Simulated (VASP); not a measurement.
# Cu in VASP: further runs

Cu is run at these levels: PBE; tasks: single point.

Everything below comes from runs of VASP 6.6.1. Logs are shortened: lines on timing, memory, paths and dates and some standing lists are left out, and cuts for length are marked.

## 1. The cell of the first run

The structure is cubic, space group Fm-3m (No. 225). The conventional cell has a = 3.561 Å, b = 3.561 Å, c = 3.561 Å, α = 90.00°, β = 90.00°, γ = 90.00°. Within 3.3 Å of Cu (site symmetry m-3m) lie 12 Cu at 2.52 Å.

## 2. Single point, PBE (strain -0.015 along x and y, -0.015 along z)

INCAR

```
SYSTEM = Cu
ALGO     = Fast           ! electronic algorithm
EDIFF    = 1E-6           ! SCF threshold, eV
ENCUT    = 520            ! plane-wave cutoff, eV
GGA      = PE             ! functional
ISIF     = 2              ! what is computed and relaxed
ISMEAR   = 0              ! smearing method
LASPH    = .True.         ! aspherical terms in the spheres
LCHARG   = .True.         ! write CHGCAR
LELF     = .True.         ! ELF
LREAL    = .False.        ! projectors in reciprocal space
LVHAR    = .True.       
LWAVE    = .False.        ! write WAVECAR
NBANDS   = 12             ! bands
NELM     = 100            ! most SCF steps
PREC     = Accurate       ! precision mode
SIGMA    = 0.15           ! smearing width, eV
```

KPOINTS

```
k-points
0
Gamma
  22 22 22
  0 0 0
```

POSCAR

```
Cu
1.0
    0.0000000000      1.7803875000      1.7803875000
    1.7803875000      0.0000000000      1.7803875000
    1.7803875000      1.7803875000      0.0000000000
Cu
1
Direct
    0.0000000000      0.0000000000      0.0000000000
```

Potentials or basis: VASP PAW PBE potentials, release 64 (Cu).

Run with:

```console
cat potpaw_PBE.64/Cu/POTCAR > POTCAR
mpirun -np 1 vasp_std > vasp.out
```

OUTCAR:

```text
SYSTEM = Cu
   EDIFF = 1E-6
   ENCUT = 520
   GGA = PE
   ISIF = 2
   ISMEAR = 0
   LASPH = .True.
   LREAL = .False.
   NELM = 100
   PREC = Accurate

 ion  position               nearest neighbor table
   1  0.000  0.000  0.000-

  LATTYP: Found a face centered cubic cell.
 ALAT       =     3.5607750000

  Lattice vectors:

 A1 = (   0.0000000000,   1.7803875000,   1.7803875000)
 A2 = (   1.7803875000,   0.0000000000,   1.7803875000)
 A3 = (   1.7803875000,   1.7803875000,   0.0000000000)

Analysis of symmetry for initial positions (statically):
=====================================================================
 Subroutine PRICEL returns:
 Original cell was already a primitive cell.

 Routine SETGRP: Setting up the symmetry group for a
 face centered cubic supercell.

 Subroutine GETGRP returns: Found 48 space group operations
 (whereof 48 operations were pure point group operations)
 out of a pool of 48 trial point group operations.

The static configuration has the point symmetry O_h .

Analysis of symmetry for dynamics (positions and initial velocities):
=====================================================================
 Subroutine PRICEL returns:
 Original cell was already a primitive cell.

 Routine SETGRP: Setting up the symmetry group for a
 face centered cubic supercell.

 Subroutine GETGRP returns: Found 48 space group operations
 (whereof 48 operations were pure point group operations)
 out of a pool of 48 trial point group operations.

The dynamic configuration has the point symmetry O_h .

 Subroutine INISYM returns: Found 48 space group operations
 (whereof 48 operations are pure point group operations),
 and found     1 'primitive' translations

----------------------------------------------------------------------------------------

                                     Primitive cell

  volume of cell :      11.2869

  direct lattice vectors                    reciprocal lattice vectors
     0.000000000  1.780387500  1.780387500    -0.280837739  0.280837739  0.280837739
     1.780387500  0.000000000  1.780387500     0.280837739 -0.280837739  0.280837739
     1.780387500  1.780387500  0.000000000     0.280837739  0.280837739 -0.280837739

  length of vectors
     2.517848149  2.517848149  2.517848149     0.486425233  0.486425233  0.486425233

  position of ions in fractional coordinates (direct lattice)
     0.000000000  0.000000000  0.000000000

  ion indices of the primitive-cell ions
   primitive index   ion index
                 1           1

----------------------------------------------------------------------------------------

 KPOINTS: k-points

Automatic generation of k-mesh.
 Grid dimensions read from file:
 generate k-points for:   22   22   22

 Generating k-lattice:

  Cartesian coordinates                     Fractional coordinates (reciprocal lattice)
    -0.012765352  0.012765352  0.012765352     0.045454545  0.000000000  0.000000000
     0.012765352 -0.012765352  0.012765352     0.000000000  0.045454545  0.000000000
     0.012765352  0.012765352 -0.012765352     0.000000000  0.000000000  0.045454545

  Length of vectors
     0.022110238  0.022110238  0.022110238

  Shift w.r.t. Gamma in fractional coordinates (k-lattice)
     0.000000000  0.000000000  0.000000000

 Subroutine IBZKPT returns following result:
 ===========================================

 Found    328 irreducible k-points:

 Following reciprocal coordinates:
            Coordinates               Weight
  0.000000  0.000000  0.000000      1.000000
  0.045455  0.000000  0.000000      8.000000
  0.090909  0.000000  0.000000      8.000000
  0.136364  0.000000  0.000000      8.000000
  0.181818  0.000000  0.000000      8.000000
  0.227273  0.000000  0.000000      8.000000
[... 16 lines left out ...]
  0.500000  0.045455  0.000000     24.000000
 -0.454545  0.045455  0.000000     24.000000
 [... further k-points ...]
   k-points           NKPTS =    328   k-points in BZ     NKDIM =    328   number of bands    NBANDS=     12
   number of dos      NEDOS =    301   number of ions     NIONS =      1
   total plane-waves  NPLWV =   8000
   dimension x,y,z NGX =    20 NGY =   20 NGZ =   20
   dimension x,y,z NGXF=    40 NGYF=   40 NGZF=   40
   ions per type =               1
   NGX,Y,Z   is equivalent  to a cutoff of  13.21, 13.21, 13.21 a.u.
   NGXF,Y,Z  is equivalent  to a cutoff of  26.41, 26.41, 26.41 a.u.
 SYSTEM =  Cu
   PREC   = accura    normal or accurate (medium, high low for compatibility)
   ISTART =      0    job   : 0-new  1-cont  2-samecut
   ICHARG =      2    charge: 1-file 2-atom 10-const
   ISPIN  =      1    spin polarized calculation?
   LNONCOLLINEAR =      F non collinear calculations
   LSORBIT =      F    spin-orbit coupling
   LASPH  =      T    aspherical Exc in radial PAW
   ENCUT  =  520.0 eV  38.22 Ry    6.18 a.u.   4.68  4.68  4.68*2*pi/ulx,y,z
   NELM   =    100;   NELMIN=  2; NELMDL= -5     # of ELM steps
   EDIFF  = 0.1E-05   stopping-criterion for ELM
   LREAL  =      F    real-space projection
   EDIFFG = 0.1E-04   stopping-criterion for IOM
   NSW    =      0    number of steps for IOM
   IBRION =     -1    ionic relax: 0-MD 1-quasi-New 2-CG
   NFREE  =      0    steps in history (QN), initial steepest desc. (CG)
   ISIF   =      2    stress and relaxation
   ISYM   =      2    0-nonsym 1-usesym 2-fastsym
   POTIM  = 0.5000    time-step for ionic-motion
   TEBEG  =    0.0;   TEEND  =   0.0 temperature during run
   PSTRESS=    0.0 pullay stress
   NELECT =      11.0000    total number of electrons
   NUPDOWN=      -1.0000    fix difference up-down
   EMIN   =  10.00;   EMAX   =-10.00  energy-range for DOS
   EFERMI =   0.00;   METHOD = LEGACY
   ISMEAR =     0;   SIGMA  =   0.15  broadening in eV -4-tet -1-fermi 0-gaus
   EFERMI_NEDOS =   21; number of points for ismear=-14 and -15
   IALGO  =     68    algorithm
   IMIX   =      4    mixing-type and parameters
     AMIX     =   0.40;   BMIX     =  1.00
     AMIX_MAG =   1.60;   BMIX_MAG =  1.00
  volume/ion in A,a.u.               =      11.29        76.17
  Fermi-wavevector in a.u.,A,eV,Ry     =   1.623110  3.067232 35.844343  2.634485
  Thomas-Fermi vector in A             =   2.716613
   LORBIT       =      0    0 simple, 1 ext, 2 COOP (PROOUT), +10 PAW based schemes
   GGA     = PE    functional components
   LHFCALC =     F    Hartree Fock is set to
   AEXX    =    0.0000 exact exchange contribution
   IVDW    =     0    specifies the selected vdW correction
   LEPSILON=     F    determine dielectric tensor
   LRPA    =     F    only Hartree local field effects (RPA)
 non-spin polarized calculation
 RMM-DIIS sequential band-by-band and
 Gauss-broadening in eV      SIGMA  =   0.15
  energy-cutoff  :      520.00
  volume of cell :       11.29
 maximum number of plane-waves:       316
   NGX =  9   NGY =  9   NGZ =  9

 number of electron      11.0000013 magnetization

 Free energy of the ion-electron system (eV)
  ---------------------------------------------------
  ext. energy  EPLUGINS =         0.00000000
  ---------------------------------------------------
  free energy    TOTEN  =        -3.70933890 eV

  energy without entropy =       -3.70666157  energy(sigma->0) =       -3.70800023

 E-fermi :   8.1678     XC(G=0): -12.9912

 val. band max:        8.1639972612   @ k =   0.5000   0.3182   0.1364
 cond. band min:       8.2277256864   @ k =   0.5000   0.1818   0.0455
 fundamental gap:      0.0637284253
 Fermi energy:         8.1678419380

 k-point     1 :       0.0000    0.0000    0.0000
  band No.  band energies     occupation
      1      -1.5409      2.00000
      2       4.9916      2.00000
      3       4.9916      2.00000
      4       4.9916      2.00000
      5       5.8736      2.00000
      6       5.8736      2.00000
      7      31.1174      0.00000
      8      34.1180      0.00000
      9      34.1180      0.00000
     10      34.1180      0.00000
     11      36.6555      0.00000
     12      36.6555      0.00000

 k-point     2 :       0.0455    0.0000    0.0000
  band No.  band energies     occupation
      1      -1.4630      2.00000
      2       4.9741      2.00000
      3       5.0070      2.00000
      4       5.0070      2.00000
      5       5.8672      2.00000
      6       5.8672      2.00000
      7      30.7642      0.00000
      8      32.9475      0.00000
      9      33.8570      0.00000
     10      33.8570      0.00000
     11      37.0231      0.00000
     12      37.0231      0.00000

 k-point     3 :       0.0909    0.0000    0.0000
  band No.  band energies     occupation
      1      -1.2311      2.00000
      2       4.9248      2.00000
      3       5.0494      2.00000
      4       5.0494      2.00000
      5       5.8520      2.00000
      6       5.8520      2.00000
      7      29.1798      0.00000
      8      32.0792      0.00000
      9      33.3259      0.00000
     10      33.3259      0.00000
     11      37.8503      0.00000
     12      37.8528      0.00000
[... 286 lines left out ...]
 k-point    23 :       0.5000    0.0455    0.0000
  band No.  band energies     occupation
      1       2.8619      2.00000
      2       4.9262      2.00000
      3       4.9815      2.00000
      4       6.1354      2.00000
      5       6.4841      2.00000
      6       7.3872      2.00000
      7      12.2366      0.00000
      8      29.0284      0.00000
      9      30.2638      0.00000
     10      30.3894      0.00000
     11      34.6613      0.00000
     12      34.8289      0.00000

 k-point    24 :      -0.4545    0.0455    0.0000
  band No.  band energies     occupation
      1       2.8481      2.00000
      2       4.9332      2.00000
      3       4.9819      2.00000
      4       6.1184      2.00000
      5       6.4513      2.00000
      6       7.2885      2.00000
      7      12.4311      0.00000
      8      28.8493      0.00000
      9      30.3074      0.00000
     10      30.7063      0.00000
     11      34.3216      0.00000
     12      35.0780      0.00000

 [... further k-points ...]

------------------------ aborting loop because EDIFF is reached ----------------------------------------

  FORCE on cell =-STRESS in cart. coord.  units (eV):
  Direction    XX          YY          ZZ          XY          YZ          ZX
  --------------------------------------------------------------------------------------
  -------------------------------------------------------------------------------------
  Total        0.7165972      0.7165972      0.7165972     -0.0000000     -0.0000000     -0.0000000
  in kB      101.7213494    101.7213494    101.7213494     -0.0000000     -0.0000000     -0.0000000
  external PRESSURE =     101.7213494 kB  Pullay stress =       0.0000000 kB

 VOLUME and BASIS-vectors are now :
 -----------------------------------------------------------------------------
  energy-cutoff  :      520.00
  volume of cell :       11.29
      direct lattice vectors                 reciprocal lattice vectors
     0.000000000  1.780387500  1.780387500    -0.280837739  0.280837739  0.280837739
     1.780387500  0.000000000  1.780387500     0.280837739 -0.280837739  0.280837739
     1.780387500  1.780387500  0.000000000     0.280837739  0.280837739 -0.280837739

 POSITION                                       TOTAL-FORCE (eV/Angst)
 -----------------------------------------------------------------------------------
      0.00000      0.00000      0.00000        -0.000000      0.000000     -0.000000
 -----------------------------------------------------------------------------------
    total drift:                                0.000000      0.000000      0.000000

  FREE ENERGIE OF THE ION-ELECTRON SYSTEM (eV)
  ---------------------------------------------------
  free  energy   TOTEN  =        -3.7093388968 eV

  energy  without entropy=       -3.7066615717  energy(sigma->0) =       -3.70800023
```

Run time: 29 s. Hardware: 1 thread of Intel Xeon Platinum 8488C (Sapphire Rapids), shared host; peak memory 0.15 GiB.

Results:

* Free energy: -3.7093 eV
* Pressure: 10.2 GPa

Caveat: the cell differs from its parent crystal (strain -0.015 along x and y, -0.015 along z).

## 3. Single point, PBE (strain +0.015 along x and y, +0.000 along z)

INCAR

```
SYSTEM = Cu
PREC = Accurate
ENCUT = 520
EDIFF = 1E-6
ISMEAR = 0
SIGMA = 0.15
LREAL = .False.
LASPH = .True.
NELM = 80
ALGO = Normal
ISIF = 2
LWAVE = .False.
LCHARG = .False.
GGA = PE
NBANDS = 12
```

KPOINTS

```
Automatic mesh
0
Gamma
  22 22 22
  0 0 0
```

POSCAR

```
Cu
1.0
    0.0000000000      1.8346125000      1.8075000000
    1.8346125000      0.0000000000      1.8075000000
    1.8346125000      1.8346125000      0.0000000000
Cu
1
Direct
    0.0000000000      0.0000000000      0.0000000000
```

Potentials or basis: VASP PAW PBE potentials, release 64 (Cu).

Run with:

```console
cat potpaw_PBE.64/Cu/POTCAR > POTCAR
mpirun -np 1 vasp_std > vasp.out
```

It took 58 s on 1 thread of Intel Xeon Platinum 8488C (Sapphire Rapids), shared host; peak memory 0.22 GiB.

The run converged. Its results:

```
Free energy : -3.7293 eV
Pressure    : -1.8 GPa
```

Stress tensor (GPa, compression positive):
```
-2.05  0.00  0.00
 0.00 -2.05  0.00
 0.00  0.00 -1.28
```

Levels at points of the mesh, in eV from the Fermi level:
| k point | band 2 | band 3 | band 4 | band 5 | band 6 | band 7 | band 8 | band 9 | band 10 | band 11 |
| --- | --- | --- | --- | --- | --- | --- | --- | --- | --- | --- |
| (0.00, 0.00, 0.00) | -2.95 | -2.95 | -2.89 | -2.18 | -2.11 | 22.36 | 24.76 | 24.76 | 24.81 | 27.22 |
| (0.50, 0.00, 0.00) | -3.00 | -2.93 | -1.62 | -1.59 | -0.91 | 3.62 | 20.79 | 21.38 | 21.94 | 24.46 |
| (0.50, 0.50, 0.00) | -4.27 | -1.62 | -1.46 | -1.46 | 1.74 | 7.17 | 12.63 | 12.63 | 17.09 | 19.56 |
| (0.50, 0.00, 0.50) | -4.26 | -1.62 | -1.49 | -1.45 | 1.42 | 6.78 | 12.96 | 12.99 | 17.38 | 19.89 |

Caveat: the cell differs from its parent crystal (strain +0.015 along x and y, +0.000 along z).

## 4. Single point, PBE (strain +0.030 along x and y, +0.015 along z)

INCAR

```
PREC = Accurate
ENCUT = 520
EDIFF = 1E-7
ISMEAR = 0
SIGMA = 0.15
LREAL = F
LASPH = T
NELM = 100
ALGO = Normal
ISIF = 2
LWAVE = F
LCHARG = F
GGA = PE
NBANDS = 12
```

KPOINTS

```
regular mesh
0
Gamma
  22 22 22
```

POSCAR

```
Cu
1.0
    0.0000000000      1.8617250000      1.8346125000
    1.8617250000      0.0000000000      1.8346125000
    1.8617250000      1.8617250000      0.0000000000
Cu
1
Direct
    0.0000000000      0.0000000000      0.0000000000
```

Run with:

```console
cat potpaw_PBE.64/Cu/POTCAR > POTCAR
mpirun -np 1 vasp_std > vasp.out
```

Run time: 62 s. Hardware: 1 thread of Intel Xeon Platinum 8488C (Sapphire Rapids), shared host; peak memory 0.23 GiB.

Results (log left out):

```
Free energy : -3.7142 eV
Pressure    : -6.9 GPa
```

Stress tensor (GPa, compression positive):
```
-7.14  0.00  0.00
 0.00 -7.14  0.00
 0.00  0.00 -6.47
```

Levels at points of the mesh, in eV from the Fermi level:
```tsv
k point	band 4	band 5	band 6	band 7	band 8	band 9
(0.00, 0.00, 0.00)	-2.76	-2.10	-2.04	22.01	24.08	24.08
(0.50, 0.00, 0.00)	-1.58	-1.55	-0.78	3.41	20.43	20.72
(0.50, 0.50, 0.00)	-1.43	-1.43	1.76	6.87	12.31	12.31
(0.50, 0.00, 0.50)	-1.46	-1.42	1.46	6.49	12.62	12.66
```

Caveat: the cell differs from its parent crystal (strain +0.030 along x and y, +0.015 along z).

## 5. The runs side by side

| cell | gap on the mesh (eV) | pressure (GPa) |
| --- | --- | --- |
| a = 2.518 Å, angles 60.0°, 1 atom | none | 10.2 |
| a = 2.575, b = 2.575, c = 2.595 Å, angles 59.8, 59.8, 60.5°, 1 atom | none | -1.8 |
| a = 2.614, b = 2.614, c = 2.633 Å, angles 59.8, 59.8, 60.5°, 1 atom | none | -6.9 |

Alike in all rows: task single point; level PBE; potentials or basis VASP PAW PBE potentials, release 64 (Cu); no spin polarisation; k mesh 22 × 22 × 22; cutoff (eV) 520; smearing gaussian 0.15 eV.

Absolute energies hang on the potentials; compare differences alone.
